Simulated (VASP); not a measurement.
# BP (I-4m2) in VASP: further runs, part 2 of 2

VASP 6.6.1. The steps go on from the part before.

## Step 4: Single point, HSE06 (epitaxial xy strain +3.0%)

Input file POSCAR:

```
BP
1.0
    0.0000000000      2.3363651390      2.2405387671
    2.3363651390      0.0000000000      2.2405387671
    2.3363651390      2.3363651390      0.0000000000
B P
1 1
Direct
    0.0000000000      0.0000000000      0.0000000000
    0.2500000000      0.2500000000      0.2500000000
```

Input file INCAR.step1:

```
PREC = Accurate
ENCUT = 520
EDIFF = 1E-5
ISMEAR = 0
SIGMA = 0.01
LREAL = F
LASPH = T
NELM = 80
ALGO = Normal
ISIF = 2
LWAVE = T
LCHARG = F
GGA = PE
NBANDS = 11
```

Input file INCAR.step2:

```
PREC = Accurate
ENCUT = 520
EDIFF = 1E-6
ISMEAR = 0
SIGMA = 0.01
LREAL = F
LASPH = T
NELM = 80
ALGO = Normal
ISIF = 2
LWAVE = F
LCHARG = F
GGA = PE
LHFCALC = T
HFSCREEN = 0.2079
PRECFOCK = Normal
ISTART = 1
NBANDS = 11
```

Input file KPOINTS:

```
regular mesh
0
Gamma
  6 6 6
```

Potentials or basis: VASP PAW PBE potentials, release 64 (B, P).

Launch:

```bash
> cat potpaw_PBE.64/B/POTCAR potpaw_PBE.64/P/POTCAR > POTCAR
> cp INCAR.step1 INCAR
> mpirun -np 1 vasp_std > vasp.out
> cp INCAR.step2 INCAR
> mpirun -np 1 vasp_std > vasp.out
```

OUTCAR:

```text
PREC = Accurate
   ENCUT = 520
   EDIFF = 1E-6
   ISMEAR = 0
   LREAL = F
   LASPH = T
   NELM = 80
   ISIF = 2
   GGA = PE
   LHFCALC = T
   HFSCREEN = 0.2079
   PRECFOCK = Normal
   ISTART = 1

 ion  position               nearest neighbor table
   1  0.000  0.000  0.000-   2 2.00   2 2.00   2 2.00   2 2.00
   2  0.250  0.250  0.250-   1 2.00   1 2.00   1 2.00   1 2.00

  LATTYP: Found a body centered tetragonal cell.
 ALAT       =     3.3041192662
 C/A-ratio  =     1.3562093778

  Lattice vectors:

 A1 = (   0.0000000000,  -2.3363651390,  -2.2405387671)
 A2 = (   0.0000000000,   2.3363651390,  -2.2405387671)
 A3 = (   2.3363651390,   0.0000000000,   2.2405387671)

Analysis of symmetry for initial positions (statically):
=====================================================================
 Subroutine PRICEL returns:
 Original cell was already a primitive cell.

 Routine SETGRP: Setting up the symmetry group for a
 body centered tetragonal supercell.

 Subroutine GETGRP returns: Found  8 space group operations
 (whereof  8 operations were pure point group operations)
 out of a pool of 16 trial point group operations.

The static configuration has the point symmetry D_2d.

Analysis of symmetry for dynamics (positions and initial velocities):
=====================================================================
 Subroutine PRICEL returns:
 Original cell was already a primitive cell.

 Routine SETGRP: Setting up the symmetry group for a
 body centered tetragonal supercell.

 Subroutine GETGRP returns: Found  8 space group operations
 (whereof  8 operations were pure point group operations)
 out of a pool of 16 trial point group operations.

The dynamic configuration has the point symmetry D_2d.

 Subroutine INISYM returns: Found  8 space group operations
 (whereof  8 operations are pure point group operations),
 and found     1 'primitive' translations

[... 129 lines left out ...]
   ENCUTFOCK=  -1.0 apply spherical cutoff to Coloumb kernel
   IVDW    =     0    specifies the selected vdW correction
   LEPSILON=     F    determine dielectric tensor
   LRPA    =     F    only Hartree local field effects (RPA)
 non-spin polarized calculation
 Gauss-broadening in eV      SIGMA  =   0.01
  energy-cutoff  :      520.00
  volume of cell :       24.46
 maximum number of plane-waves:       676
  NGX = 20; NGY = 20; NGZ = 20

 number of electron       7.9999999 magnetization

 Free energy of the ion-electron system (eV)
  ---------------------------------------------------
  ext. energy  EPLUGINS =         0.00000000
  ---------------------------------------------------
  free energy    TOTEN  =       -14.76203669 eV

  energy without entropy =      -14.76203669  energy(sigma->0) =      -14.76203669

 E-fermi :   6.9146     XC(G=0):  -8.8575

 val. band max:        6.7469900135   @ k =   0.0000   0.0000   0.0000
 cond. band min:       8.2820750809   @ k =   0.3333   0.3333   0.0000
 fundamental gap:      1.5350850674
 Fermi energy:         6.9146474659

 k-point     1 :       0.0000    0.0000    0.0000
  band No.  band energies     occupation
      1     -10.1820      2.00000
      2       6.3437      2.00000
      3       6.3437      2.00000
      4       6.7470      2.00000
      5      10.5908      0.00000
      6      10.8372      0.00000
      7      10.8372      0.00000
      8      14.4117      0.00000
      9      18.7583      0.00000
     10      19.2249      0.00000
     11      20.2740      0.00000
[... 309 lines left out ...]
 k-point    24 :       0.5000    0.0000    0.3333
  band No.  band energies     occupation
      1      -5.9286      2.00000
      2      -1.8434      2.00000
      3       1.1150      2.00000
      4       2.7438      2.00000
      5       9.3983      0.00000
      6      11.7347      0.00000
      7      17.1506      0.00000
      8      18.2213      0.00000
      9      21.1066      0.00000
     10      23.0438      0.00000
     11      24.8372      0.00000

 [... further k-points ...]

------------------------ aborting loop because EDIFF is reached ----------------------------------------

  FORCE on cell =-STRESS in cart. coord.  units (eV):
  Direction    XX          YY          ZZ          XY          YZ          ZX
  --------------------------------------------------------------------------------------
  -------------------------------------------------------------------------------------
  Total       -1.9421340     -1.9421340     -0.2850126      0.0000000     -0.0000000      0.0000000
  in kB     -127.2113562   -127.2113562    -18.6685580      0.0000000     -0.0000000      0.0000000
  external PRESSURE =     -91.0304235 kB  Pullay stress =       0.0000000 kB

 VOLUME and BASIS-vectors are now :
 -----------------------------------------------------------------------------
  energy-cutoff  :      520.00
  volume of cell :       24.46
      direct lattice vectors                 reciprocal lattice vectors
     0.000000000  2.336365139  2.240538767    -0.214007644  0.214007644  0.223160611
     2.336365139  0.000000000  2.240538767     0.214007644 -0.214007644  0.223160611
     2.336365139  2.336365139  0.000000000     0.214007644  0.214007644 -0.223160611

 POSITION                                       TOTAL-FORCE (eV/Angst)
 -----------------------------------------------------------------------------------
      0.00000      0.00000      0.00000         0.000000      0.000000      0.000000
      1.16818      1.16818      1.12027        -0.000000     -0.000000     -0.000000
 -----------------------------------------------------------------------------------
    total drift:                               -0.000002     -0.000002      0.000002

  FREE ENERGIE OF THE ION-ELECTRON SYSTEM (eV)
  ---------------------------------------------------
  free  energy   TOTEN  =       -14.7620366905 eV

  energy  without entropy=      -14.7620366905  energy(sigma->0) =      -14.76203669
```

OUTCAR.step1:

```text
PREC = Accurate
   ENCUT = 520
   EDIFF = 1E-5
   ISMEAR = 0
   LREAL = F
   LASPH = T
[... 557 lines left out ...]
 -----------------------------------------------------------------------------------
      0.00000      0.00000      0.00000         0.000000      0.000000      0.000000
      1.16818      1.16818      1.12027        -0.000000     -0.000000     -0.000000
 -----------------------------------------------------------------------------------
    total drift:                                0.000000      0.000000      0.000000

  FREE ENERGIE OF THE ION-ELECTRON SYSTEM (eV)
  ---------------------------------------------------
  free  energy   TOTEN  =       -12.8741344106 eV

  energy  without entropy=      -12.8741344106  energy(sigma->0) =      -12.87413441
```

OSZICAR.step1:

```text
N       E                     dE             d eps       ncg     rms          rms(c)
DAV:   1     0.863104400097E+01    0.86310E+01   -0.37781E+03   660   0.650E+02
DAV:   2    -0.129191632223E+02   -0.21550E+02   -0.20623E+02   923   0.107E+02
DAV:   3    -0.134877225674E+02   -0.56856E+00   -0.56739E+00   833   0.152E+01
DAV:   4    -0.134899047553E+02   -0.21822E-02   -0.21819E-02   760   0.116E+00
DAV:   5    -0.134899174067E+02   -0.12651E-04   -0.12651E-04   828   0.862E-02    0.674E+00
DAV:   6    -0.129588564144E+02    0.53106E+00   -0.12711E+00   753   0.473E+00    0.363E+00
DAV:   7    -0.128809746516E+02    0.77882E-01   -0.18936E-01   816   0.218E+00    0.128E+00
DAV:   8    -0.128735830674E+02    0.73916E-02   -0.25257E-02   747   0.894E-01    0.178E-01
DAV:   9    -0.128739186329E+02   -0.33557E-03   -0.73772E-04   779   0.177E-01    0.108E-01
DAV:  10    -0.128741224580E+02   -0.20383E-03   -0.25405E-04   745   0.100E-01    0.270E-02
DAV:  11    -0.128741332748E+02   -0.10817E-04   -0.11585E-05   803   0.222E-02    0.298E-02
DAV:  12    -0.128741344106E+02   -0.11358E-05   -0.46498E-06   369   0.107E-02
   1 F= -.12874134E+02 E0= -.12874134E+02  d E =-.886801E-28
```

Run time: 11 min. Hardware: 1 thread of Intel Xeon Platinum 8375C at 2.90GHz (Ice Lake), shared host; peak memory 0.25 GiB.

What came out:

| Item | Value |
| --- | --- |
| Free energy | -14.7620 eV |
| Pressure | -9.1 GPa |
| Band gap on the k mesh | 1.54 eV (least direct gap 3.84 eV) |

Levels at points of the mesh, in eV from the valence-band top:
```tsv
k point	band 2	band 3	band 4	band 5	band 6	band 7
(0.00, 0.00, 0.00)	-0.40	-0.40	0.00	3.84	4.09	4.09
(0.50, 0.00, 0.00)	-9.91	-2.40	-1.87	4.02	5.20	5.79
(0.50, 0.50, 0.00)	-9.33	-4.90	-4.90	1.57	1.80	13.09
(0.50, 0.00, 0.50)	-9.71	-4.50	-4.41	2.05	2.38	12.64
```

Caveat: the cell differs from its parent crystal (epitaxial xy strain +3.0%); the cell stands under tension; the PAW data sets were made with another functional, which shifts forces and pressure a little. A k mesh can miss the band edges.

## Step 5: Single point, HSE06 (epitaxial xy strain +4.0%)

Input file POSCAR:

```
BP
1.0
    0.0000000000      2.3590482957      2.2312187363
    2.3590482957      0.0000000000      2.2312187363
    2.3590482957      2.3590482957      0.0000000000
B P
1 1
Direct
    0.0000000000      0.0000000000      0.0000000000
    0.2500000000      0.2500000000      0.2500000000
```

Input file INCAR.step1:

```
ALGO = Normal
EDIFF = 1E-5
ENCUT = 520
GGA = PE
ISIF = 2
ISMEAR = 0
LASPH = True
LREAL = False
LWAVE = True
NBANDS = 11
NELM = 100
PREC = Accurate
SIGMA = 0.01
```

Input file INCAR.step2:

```
ALGO = Normal
EDIFF = 1E-6
ENCUT = 520
GGA = PE
HFSCREEN = 0.2079
ISIF = 2
ISMEAR = 0
ISTART = 1
LASPH = True
LCHARG = True
LELF = True
LHFCALC = True
LREAL = False
LVHAR = True
LWAVE = False
NBANDS = 11
NELM = 100
PREC = Accurate
PRECFOCK = Normal
SIGMA = 0.01
```

Input file KPOINTS:

```
k-points
0
Gamma
  6 6 6
```

Potentials or basis: VASP PAW PBE potentials, release 64 (B, P).

Launch:

```bash
> cat potpaw_PBE.64/B/POTCAR potpaw_PBE.64/P/POTCAR > POTCAR
> cp INCAR.step1 INCAR
> mpirun -np 1 vasp_std > vasp.out
> cp INCAR.step2 INCAR
> mpirun -np 1 vasp_std > vasp.out
```

OUTCAR:

```text
EDIFF = 1E-6
   ENCUT = 520
   GGA = PE
   HFSCREEN = 0.2079
   ISIF = 2
   ISMEAR = 0
   ISTART = 1
   LASPH = True
   LHFCALC = True
   LREAL = False
   NELM = 100
   PREC = Accurate
   PRECFOCK = Normal

 ion  position               nearest neighbor table
   1  0.000  0.000  0.000-   2 2.01   2 2.01   2 2.01   2 2.01
   2  0.250  0.250  0.250-   1 2.01   1 2.01   1 2.01   1 2.01

  LATTYP: Found a body centered tetragonal cell.
 ALAT       =     3.3361980941
 C/A-ratio  =     1.3375816863

  Lattice vectors:

 A1 = (   0.0000000000,  -2.3590482957,  -2.2312187363)
 A2 = (   0.0000000000,   2.3590482957,  -2.2312187363)
 A3 = (   2.3590482957,   0.0000000000,   2.2312187363)

Analysis of symmetry for initial positions (statically):
=====================================================================
 Subroutine PRICEL returns:
 Original cell was already a primitive cell.

 Routine SETGRP: Setting up the symmetry group for a
 body centered tetragonal supercell.

[... 181 lines left out ...]
 k-point     1 :       0.0000    0.0000    0.0000
  band No.  band energies     occupation
      1     -10.2120      2.00000
      2       6.1340      2.00000
      3       6.1340      2.00000
      4       6.6579      2.00000
      5      10.3522      0.00000
      6      10.6818      0.00000
      7      10.6818      0.00000
      8      13.9875      0.00000
      9      18.4894      0.00000
     10      18.8359      0.00000
     11      20.1750      0.00000
[... 309 lines left out ...]
 k-point    24 :       0.5000    0.0000    0.3333
  band No.  band energies     occupation
      1      -6.0489      2.00000
      2      -1.9839      2.00000
      3       1.0416      2.00000
      4       2.6780      2.00000
      5       9.3046      0.00000
      6      11.6248      0.00000
      7      16.6944      0.00000
      8      18.0651      0.00000
      9      20.6532      0.00000
     10      22.8552      0.00000
     11      24.3080      0.00000

 [... further k-points ...]

------------------------ aborting loop because EDIFF is reached ----------------------------------------

  FORCE on cell =-STRESS in cart. coord.  units (eV):
  Direction    XX          YY          ZZ          XY          YZ          ZX
  --------------------------------------------------------------------------------------
  -------------------------------------------------------------------------------------
  Total       -2.4544360     -2.4544360     -0.2873157      0.0000000     -0.0000000     -0.0000000
  in kB     -158.3494219   -158.3494219    -18.5363479      0.0000000     -0.0000000     -0.0000000
  external PRESSURE =    -111.7450639 kB  Pullay stress =       0.0000000 kB

 VOLUME and BASIS-vectors are now :
 -----------------------------------------------------------------------------
  energy-cutoff  :      520.00
  volume of cell :       24.83
      direct lattice vectors                 reciprocal lattice vectors
     0.000000000  2.359048296  2.231218736    -0.211949879  0.211949879  0.224092776
     2.359048296  0.000000000  2.231218736     0.211949879 -0.211949879  0.224092776
     2.359048296  2.359048296  0.000000000     0.211949879  0.211949879 -0.224092776

 POSITION                                       TOTAL-FORCE (eV/Angst)
 -----------------------------------------------------------------------------------
      0.00000      0.00000      0.00000         0.000000     -0.000000     -0.000000
      1.17952      1.17952      1.11561         0.000000      0.000000      0.000000
 -----------------------------------------------------------------------------------
    total drift:                               -0.000001     -0.000000     -0.000001

  FREE ENERGIE OF THE ION-ELECTRON SYSTEM (eV)
  ---------------------------------------------------
  free  energy   TOTEN  =       -14.7209212166 eV

  energy  without entropy=      -14.7209212166  energy(sigma->0) =      -14.72092122
```

It took 11 min on 1 thread of Intel Xeon Platinum 8375C at 2.90GHz (Ice Lake), shared host; peak memory 0.25 GiB.

Results:

| Quantity | Value |
| --- | --- |
| Free energy | -14.7209 eV |
| Pressure | -11.2 GPa |
| Band gap on the k mesh | 1.35 eV (least direct gap 3.69 eV) |

Caveat: the cell differs from its parent crystal (epitaxial xy strain +4.0%); the cell stands under tension; the PAW data sets were made with another functional, which shifts forces and pressure a little. A k mesh can miss the band edges.

## Step 6: The runs side by side

| level | cell | k mesh | grid for exact exchange (PRECFOCK) | share of exact exchange | screening parameter | gap on the mesh (eV) | pressure (GPa) |
| --- | --- | --- | --- | --- | --- | --- | --- |
| r2SCAN | a = 3.237, b = 3.237, c = 3.304 Å, angles 59.3, 59.3, 61.4°, 2 atoms | 10 × 10 × 10 | - | - | - | 0.86 | -7.7 |
| r2SCAN | a = 3.247, b = 3.247, c = 3.336 Å, angles 59.1, 59.1, 61.8°, 2 atoms | 10 × 10 × 10 | - | - | - | 0.68 | -9.8 |
| HSE06 | a = 3.237, b = 3.237, c = 3.304 Å, angles 59.3, 59.3, 61.4°, 2 atoms | 6 × 6 × 6 | Normal | 0.25 | 0.2079 1/Å | 1.54 | -9.1 |
| HSE06 | a = 3.247, b = 3.247, c = 3.336 Å, angles 59.1, 59.1, 61.8°, 2 atoms | 6 × 6 × 6 | Normal | 0.25 | 0.2079 1/Å | 1.35 | -11.2 |

Alike in all rows: task single point; potentials or basis VASP PAW PBE potentials, release 64 (B, P); no spin polarisation; cutoff (eV) 520; smearing gaussian 0.01 eV.

Caveats: the cell stands under tension; the PAW data sets were made with another functional, which shifts forces and pressure a little.

Total energies depend on the potentials used, so only differences within one code and one set of settings carry meaning.
